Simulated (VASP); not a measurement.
# WS2 (Tungstenite) (R3m) in VASP: notebook

WS2 (Tungstenite) is run at these levels: PBE, r2SCAN; tasks: single point.

Program: VASP 6.6.1. These are calculated values, not measurements. Logs are shortened: lines on timing, memory, paths and dates and some standing lists are left out, and cuts for length are marked.

### Step 1. The cell of the first run

Symmetry: R3m, No. 160, trigonal system. Conventional cell: a = 3.172 Å, b = 3.172 Å, c = 18.712 Å, α = 90.00°, β = 90.00°, γ = 120.00°. W (site symmetry 3m) has 6 S at 2.41 Å and 6 W at 3.17 Å within 3.2 Å. S (site symmetry 3m) has 3 W at 2.41 Å and 7 S at 3.12 to 3.17 Å within 3.2 Å. Within 3.2 Å of S (site symmetry 3m) lie 3 W at 2.41 Å and 7 S at 3.12 to 3.17 Å.

### Step 2. Single point, PBE

Input file INCAR:

```
SYSTEM = WS2
ALGO = Normal
EDIFF = 1E-6
ENCUT = 520
GGA = PE
ISIF = 2
ISMEAR = 0
LASPH = .True.
LCHARG = .True.
LELF = .True.
LREAL = .False.
LVHAR = .True.
LWAVE = .False.
NBANDS = 20
NELM = 100
PREC = Accurate
SIGMA = 0.01
```

Input file KPOINTS:

```
k-points
0
Gamma
  8 8 8
  0 0 0
```

Input file POSCAR:

```
WS2
1.0
    1.5858867090      0.9156121184      6.2374759783
   -1.5858867090      0.9156121184      6.2374759783
    0.0000000000     -1.8312242367      6.2374759783
W S
1 2
Direct
    0.0006662242      0.0006662242      0.0006662242
    0.2505579538      0.2505579538      0.2505579538
    0.4174758221      0.4174758221      0.4174758221
```

Potentials or basis: VASP PAW PBE potentials, release 64 (W_sv, S).

The run is started by

```bash
> cat potpaw_PBE.64/W_sv/POTCAR potpaw_PBE.64/S/POTCAR > POTCAR
> mpirun -np 1 vasp_std > vasp.out
```

OUTCAR:

```text
SYSTEM = WS2
   EDIFF = 1E-6
   ENCUT = 520
   GGA = PE
   ISIF = 2
   ISMEAR = 0
   LASPH = .True.
   LREAL = .False.
   NELM = 100
   PREC = Accurate

 ion  position               nearest neighbor table
   1  0.001  0.001  0.001-   2 2.41   2 2.41   2 2.41   3 2.41   3 2.41   3 2.41
   2  0.251  0.251  0.251-   1 2.41   1 2.41   1 2.41
   3  0.417  0.417  0.417-   1 2.41   1 2.41   1 2.41

  LATTYP: Found a trigonal (rhomboedric) cell.
 ALAT       =     6.5007298656
 COS(alpha) =     0.8809717426

  Lattice vectors:

 A1 = (   1.5858867090,   0.9156121184,   6.2374759783)
 A2 = (  -1.5858867090,   0.9156121184,   6.2374759783)
 A3 = (   0.0000000000,  -1.8312242367,   6.2374759783)

Analysis of symmetry for initial positions (statically):
=====================================================================
 Subroutine PRICEL returns:
 Original cell was already a primitive cell.

 Routine SETGRP: Setting up the symmetry group for a
 trigonal (rhombohedral) supercell.

 Subroutine GETGRP returns: Found  6 space group operations
 (whereof  6 operations were pure point group operations)
 out of a pool of 12 trial point group operations.

The static configuration has the point symmetry C_3v.

Analysis of symmetry for dynamics (positions and initial velocities):
=====================================================================
 Subroutine PRICEL returns:
 Original cell was already a primitive cell.

 Routine SETGRP: Setting up the symmetry group for a
 trigonal (rhombohedral) supercell.

 Subroutine GETGRP returns: Found  6 space group operations
 (whereof  6 operations were pure point group operations)
 out of a pool of 12 trial point group operations.

The dynamic configuration has the point symmetry C_3v.

 Subroutine INISYM returns: Found  6 space group operations
 (whereof  6 operations are pure point group operations),
 and found     1 'primitive' translations

----------------------------------------------------------------------------------------

                                     Primitive cell

  volume of cell :      54.3430

  direct lattice vectors                    reciprocal lattice vectors
     1.585886709  0.915612118  6.237475978     0.315281033  0.182027589  0.053440420
    -1.585886709  0.915612118  6.237475978    -0.315281033  0.182027589  0.053440420
     0.000000000 -1.831224237  6.237475978     0.000000000 -0.364055179  0.053440420

  length of vectors
[... 76 lines left out ...]
   ISTART =      0    job   : 0-new  1-cont  2-samecut
   ICHARG =      2    charge: 1-file 2-atom 10-const
   ISPIN  =      1    spin polarized calculation?
   LNONCOLLINEAR =      F non collinear calculations
   LSORBIT =      F    spin-orbit coupling
   LASPH  =      T    aspherical Exc in radial PAW
   ENCUT  =  520.0 eV  38.22 Ry    6.18 a.u.  12.09 12.09 12.09*2*pi/ulx,y,z
   NELM   =    100;   NELMIN=  2; NELMDL= -5     # of ELM steps
   EDIFF  = 0.1E-05   stopping-criterion for ELM
   LREAL  =      F    real-space projection
   EDIFFG = 0.1E-04   stopping-criterion for IOM
   NSW    =      0    number of steps for IOM
   IBRION =     -1    ionic relax: 0-MD 1-quasi-New 2-CG
   NFREE  =      0    steps in history (QN), initial steepest desc. (CG)
   ISIF   =      2    stress and relaxation
   ISYM   =      2    0-nonsym 1-usesym 2-fastsym
   POTIM  = 0.5000    time-step for ionic-motion
   TEBEG  =    0.0;   TEEND  =   0.0 temperature during run
   PSTRESS=    0.0 pullay stress
   NELECT =      26.0000    total number of electrons
   NUPDOWN=      -1.0000    fix difference up-down
   EMIN   =  10.00;   EMAX   =-10.00  energy-range for DOS
   EFERMI =   0.00;   METHOD = LEGACY
   ISMEAR =     0;   SIGMA  =   0.01  broadening in eV -4-tet -1-fermi 0-gaus
   EFERMI_NEDOS =   21; number of points for ismear=-14 and -15
   IALGO  =     38    algorithm
   IMIX   =      4    mixing-type and parameters
     AMIX     =   0.40;   BMIX     =  1.00
     AMIX_MAG =   1.60;   BMIX_MAG =  1.00
  volume/ion in A,a.u.               =      18.11       122.24
  Fermi-wavevector in a.u.,A,eV,Ry     =   1.280417  2.419637 22.306303  1.639467
  Thomas-Fermi vector in A             =   2.412846
   LORBIT       =      0    0 simple, 1 ext, 2 COOP (PROOUT), +10 PAW based schemes
   GGA     = PE    functional components
   LHFCALC =     F    Hartree Fock is set to
   AEXX    =    0.0000 exact exchange contribution
   IVDW    =     0    specifies the selected vdW correction
   LEPSILON=     F    determine dielectric tensor
   LRPA    =     F    only Hartree local field effects (RPA)
 non-spin polarized calculation
 Gauss-broadening in eV      SIGMA  =   0.01
  energy-cutoff  :      520.00
  volume of cell :       54.34
 maximum number of plane-waves:      1476
   NGX = 25   NGY = 25   NGZ = 25

 number of electron      26.0000001 magnetization

 Free energy of the ion-electron system (eV)
  ---------------------------------------------------
  ext. energy  EPLUGINS =         0.00000000
  ---------------------------------------------------
  free energy    TOTEN  =       -23.63247142 eV

  energy without entropy =      -23.63247142  energy(sigma->0) =      -23.63247142

 E-fermi :   7.5161     XC(G=0): -10.8101

 val. band max:        7.2209436206   @ k =   0.5000   0.5000   0.5000
 cond. band min:       8.4579976836   @ k =  -0.2500   0.1250   0.0000
 fundamental gap:      1.2370540631
 Fermi energy:         7.5161480725

 k-point     1 :       0.0000    0.0000    0.0000
  band No.  band energies     occupation
      1     -67.4145      2.00000
      2     -31.6631      2.00000
      3     -31.5040      2.00000
      4     -31.5040      2.00000
      5      -8.3488      2.00000
      6      -6.4095      2.00000
[... 541 lines left out ...]
     19      15.5621      0.00000
     20      15.8086      0.00000

 [... further k-points ...]
[... 5 lines left out ...]
  --------------------------------------------------------------------------------------
  -------------------------------------------------------------------------------------
  Total        0.9431377      0.9431377      1.4001401      0.0000000      0.0000000      0.0000000
  in kB       27.8062133     27.8062133     41.2798637      0.0000000      0.0000000      0.0000000
  external PRESSURE =      32.2974301 kB  Pullay stress =       0.0000000 kB

 VOLUME and BASIS-vectors are now :
 -----------------------------------------------------------------------------
  energy-cutoff  :      520.00
  volume of cell :       54.34
      direct lattice vectors                 reciprocal lattice vectors
     1.585886709  0.915612118  6.237475978     0.315281033  0.182027589  0.053440420
    -1.585886709  0.915612118  6.237475978    -0.315281033  0.182027589  0.053440420
     0.000000000 -1.831224237  6.237475978     0.000000000 -0.364055179  0.053440420

 POSITION                                       TOTAL-FORCE (eV/Angst)
 -----------------------------------------------------------------------------------
      0.00000      0.00000      0.01247         0.000000      0.000000      0.001483
      0.00000      0.00000      4.68855         0.000000     -0.000000     -0.197278
      0.00000      0.00000      7.81199         0.000000      0.000000      0.195795
 -----------------------------------------------------------------------------------
    total drift:                                0.000000      0.000000     -0.000223

  FREE ENERGIE OF THE ION-ELECTRON SYSTEM (eV)
  ---------------------------------------------------
  free  energy   TOTEN  =       -23.6324714192 eV

  energy  without entropy=      -23.6324714192  energy(sigma->0) =      -23.63247142
```

OSZICAR:

```text
N       E                     dE             d eps       ncg     rms          rms(c)
DAV:   1     0.201069103083E+03    0.20107E+03   -0.13078E+04  2600   0.129E+03
DAV:   2    -0.141911122183E+02   -0.21526E+03   -0.20833E+03  3044   0.345E+02
DAV:   3    -0.248394310443E+02   -0.10648E+02   -0.10536E+02  3304   0.711E+01
DAV:   4    -0.249904554433E+02   -0.15102E+00   -0.15091E+00  3140   0.919E+00
DAV:   5    -0.249930623281E+02   -0.26069E-02   -0.26068E-02  3224   0.128E+00    0.268E+01
DAV:   6    -0.238122903060E+02    0.11808E+01   -0.63276E+00  2888   0.170E+01    0.110E+01
DAV:   7    -0.236795218573E+02    0.13277E+00   -0.13608E+00  2752   0.662E+00    0.565E+00
DAV:   8    -0.236334481614E+02    0.46074E-01   -0.25410E-01  2972   0.340E+00    0.125E+00
DAV:   9    -0.236326994025E+02    0.74876E-03   -0.10942E-02  3304   0.735E-01    0.546E-01
DAV:  10    -0.236324910633E+02    0.20834E-03   -0.41852E-03  3024   0.442E-01    0.694E-02
DAV:  11    -0.236324511005E+02    0.39963E-04   -0.56249E-04  2920   0.156E-01    0.578E-02
DAV:  12    -0.236324704465E+02   -0.19346E-04   -0.93933E-05  2968   0.728E-02    0.191E-02
DAV:  13    -0.236324714457E+02   -0.99923E-06   -0.17830E-05  3052   0.310E-02    0.594E-03
DAV:  14    -0.236324714192E+02    0.26501E-07   -0.13954E-06  2100   0.767E-03
   1 F= -.23632471E+02 E0= -.23632471E+02  d E =0.000000E+00
```

It took 2.8 min on 1 thread of Intel Xeon Platinum 8488C (Sapphire Rapids), shared host; peak memory 0.34 GiB.

Results:

```
Free energy            : -23.6325 eV
Pressure               : 3.2 GPa
Largest force          : 0.197 eV/Å
Band gap on the k mesh : 1.24 eV, indirect (least direct gap 2.26 eV)
```

Forces on the atoms (eV/Å):
```
W    0.000  0.000  0.001
S    0.000  0.000 -0.197
S    0.000  0.000  0.196
```

Stress tensor (GPa, compression positive):
```
2.78 0.00 0.00
0.00 2.78 0.00
0.00 0.00 4.13
```

Levels at points of the mesh, in eV from the valence-band top:
```
           k point  band 9  band 10  band 11  band 12  band 13  band 14  band 15  band 16  band 17  band 18
(0.00, 0.00, 0.00)   -3.52    -2.30    -2.30    -1.59    -1.13     2.22     2.22     2.50     2.50     4.66
(0.50, 0.00, 0.00)   -5.26    -4.13    -2.56    -1.85    -1.67     2.28     2.61     3.63     3.92     4.43
(0.50, 0.50, 0.00)   -4.98    -4.06    -3.09    -2.01    -1.52     2.24     2.74     3.23     4.35     4.94
(0.50, 0.50, 0.50)   -3.54    -3.54    -2.27    -2.27     0.00     2.30     2.30     2.39     2.39     4.90
```

Caveat: spin-orbit coupling is left out, which moves the levels of the heavy elements.

### Step 3. Single point, PBE

Input file INCAR:

```
  PREC = Accurate
  ENCUT = 520
  EDIFF = 1E-6
  ISMEAR = 0
  SIGMA = 0.01
  LREAL = F
  LASPH = T
  NELM = 60
  ALGO = Normal
  ISIF = 2
  LWAVE = F
  LCHARG = F
  GGA = PE
  NBANDS = 20
```

Input file KPOINTS:

```
regular mesh
0
Gamma
  8 8 8
```

POSCAR is that of step 2.

Potentials or basis: VASP PAW PBE potentials, release 64 (W_sv, S).

The run is started by

```bash
> cat potpaw_PBE.64/W_sv/POTCAR potpaw_PBE.64/S/POTCAR > POTCAR
> mpirun -np 1 vasp_std > vasp.out
```

Run time: 2.6 min. Hardware: 1 thread of Intel Xeon Platinum 8488C (Sapphire Rapids), shared host; peak memory 0.34 GiB.

Results (log left out):

* Free energy: -23.6325 eV
* Pressure: 3.2 GPa
* Largest force: 0.197 eV/Å
* Band gap on the k mesh: 1.24 eV, indirect (least direct gap 2.26 eV)

Forces in eV/Å, atoms in the order of the input:
```
W    0.000  0.000  0.001
S    0.000  0.000 -0.197
S    0.000  0.000  0.196
```

Stress tensor (GPa, compression positive):
```
2.78 0.00 0.00
0.00 2.78 0.00
0.00 0.00 4.13
```

Levels at points of the mesh, in eV from the valence-band top:
| k point | band 10 | band 11 | band 12 | band 13 | band 14 | band 15 | band 16 | band 17 |
| --- | --- | --- | --- | --- | --- | --- | --- | --- |
| (0.00, 0.00, 0.00) | -2.30 | -2.30 | -1.59 | -1.13 | 2.22 | 2.22 | 2.50 | 2.50 |
| (0.50, 0.00, 0.00) | -4.13 | -2.56 | -1.85 | -1.67 | 2.28 | 2.61 | 3.63 | 3.92 |
| (0.50, 0.50, 0.00) | -4.06 | -3.09 | -2.01 | -1.52 | 2.24 | 2.74 | 3.23 | 4.35 |
| (0.50, 0.50, 0.50) | -3.54 | -2.27 | -2.27 | 0.00 | 2.30 | 2.30 | 2.39 | 2.39 |

Caveat: spin-orbit coupling is left out, which moves the levels of the heavy elements.

### Step 4. Single point, r2SCAN

POSCAR is that of step 3.

Input file INCAR.step1:

```
SYSTEM = WS2
ALGO = Normal ; EDIFF = 1E-4
ENCUT = 520 ; GGA = PE
ISMEAR = 0 ; LASPH = .True.
LCHARG = .False. ; LREAL = .False.
LWAVE = .True. ; NBANDS = 20
NELM = 80 ; PREC = Accurate
SIGMA = 0.01
```

Input file INCAR.step2:

```
SYSTEM = WS2
ALGO = Normal ; EDIFF = 1E-6
ENCUT = 520 ; ISIF = 2
ISMEAR = 0 ; ISTART = 1
LASPH = .True. ; LCHARG = .False.
LMIXTAU = .True. ; LREAL = .False.
LWAVE = .False. ; METAGGA = R2SCAN
NBANDS = 20 ; NELM = 80
PREC = Accurate ; SIGMA = 0.01
```

Input file KPOINTS:

```
k-points
0
Gamma
  8 8 8
  0 0 0
```

The run is started by

```bash
> cat potpaw_PBE.64/W_sv/POTCAR potpaw_PBE.64/S/POTCAR > POTCAR
> cp INCAR.step1 INCAR
> mpirun -np 1 vasp_std > vasp.out
> cp INCAR.step2 INCAR
> mpirun -np 1 vasp_std > vasp.out
```

Wall time 7.7 min (1 thread of Intel Xeon Platinum 8488C (Sapphire Rapids), shared host); peak memory 0.39 GiB.

Results (log left out):

* Free energy: -70.0672 eV
* Pressure: 1.4 GPa
* Largest force: 0.031 eV/Å
* Band gap on the k mesh: 1.35 eV, indirect (least direct gap 2.40 eV)

Forces in eV/Å, atoms in the order of the input:
```
W    0.000  0.000  0.000
S    0.000  0.000  0.031
S    0.000  0.000 -0.030
```

Stress tensor (GPa, compression positive):
```
1.52 0.00 0.00
0.00 1.52 0.00
0.00 0.00 1.25
```

Levels at points of the mesh, in eV from the valence-band top:
| k point | band 11 | band 12 | band 13 | band 14 | band 15 | band 16 |
| --- | --- | --- | --- | --- | --- | --- |
| (0.00, 0.00, 0.00) | -2.45 | -1.73 | -1.17 | 2.37 | 2.37 | 2.63 |
| (0.50, 0.00, 0.00) | -2.72 | -2.01 | -1.76 | 2.39 | 2.73 | 3.92 |
| (0.50, 0.50, 0.00) | -3.27 | -2.18 | -1.61 | 2.35 | 2.87 | 3.50 |
| (0.50, 0.50, 0.50) | -2.42 | -2.42 | 0.00 | 2.45 | 2.45 | 2.51 |

Caveat: the PAW data sets were made with another functional, which shifts forces and pressure a little; spin-orbit coupling is left out, which moves the levels of the heavy elements.

### Step 5. Single point, r2SCAN

POSCAR is that of step 4.

Input file INCAR.step1:

```
  PREC = Accurate
  ENCUT = 520
  ISMEAR = 0
  SIGMA = 0.01
  LREAL = F
  LASPH = T
  NELM = 100
  NBANDS = 20
  GGA = PE
  ALGO = Normal
  EDIFF = 1E-4
  LWAVE = T
  LCHARG = F
```

Input file INCAR.step2:

```
  PREC = Accurate
  ENCUT = 520
  EDIFF = 1E-7
  ISMEAR = 0
  SIGMA = 0.01
  LREAL = F
  LASPH = T
  NELM = 100
  ALGO = Normal
  ISIF = 2
  LWAVE = F
  LCHARG = F
  METAGGA = R2SCAN
  LMIXTAU = T
  NBANDS = 20
  ISTART = 1
```

Input file KPOINTS:

```
Automatic mesh
0
Gamma
  8 8 8
```

The run is started by

```bash
> cat potpaw_PBE.64/W_sv/POTCAR potpaw_PBE.64/S/POTCAR > POTCAR
> cp INCAR.step1 INCAR
> mpirun -np 1 vasp_std > vasp.out
> cp INCAR.step2 INCAR
> mpirun -np 1 vasp_std > vasp.out
```

Wall time 7.8 min (1 thread of Intel Xeon Platinum 8488C (Sapphire Rapids), shared host); peak memory 0.39 GiB.

Results (log left out):

```
Free energy            : -70.0672 eV
Pressure               : 1.4 GPa
Largest force          : 0.031 eV/Å
Band gap on the k mesh : 1.35 eV, indirect (least direct gap 2.40 eV)
```

Forces in eV/Å, atoms in the order of the input:
```
W    0.000  0.000  0.000
S    0.000  0.000  0.031
S    0.000  0.000 -0.030
```

Stress tensor (GPa, compression positive):
```
1.52 0.00 0.00
0.00 1.52 0.00
0.00 0.00 1.25
```

Levels at points of the mesh, in eV from the valence-band top:
| k point | band 10 | band 11 | band 12 | band 13 | band 14 | band 15 | band 16 | band 17 |
| --- | --- | --- | --- | --- | --- | --- | --- | --- |
| (0.00, 0.00, 0.00) | -2.45 | -2.45 | -1.73 | -1.17 | 2.37 | 2.37 | 2.63 | 2.63 |
| (0.50, 0.00, 0.00) | -4.35 | -2.72 | -2.01 | -1.76 | 2.39 | 2.73 | 3.92 | 4.10 |
| (0.50, 0.50, 0.00) | -4.28 | -3.27 | -2.18 | -1.61 | 2.35 | 2.87 | 3.50 | 4.55 |
| (0.50, 0.50, 0.50) | -3.73 | -2.42 | -2.42 | 0.00 | 2.45 | 2.45 | 2.51 | 2.51 |

Caveat: the PAW data sets were made with another functional, which shifts forces and pressure a little; spin-orbit coupling is left out, which moves the levels of the heavy elements. r2SCAN opens gaps a little over a GGA but as a rule still falls short of measured ones.
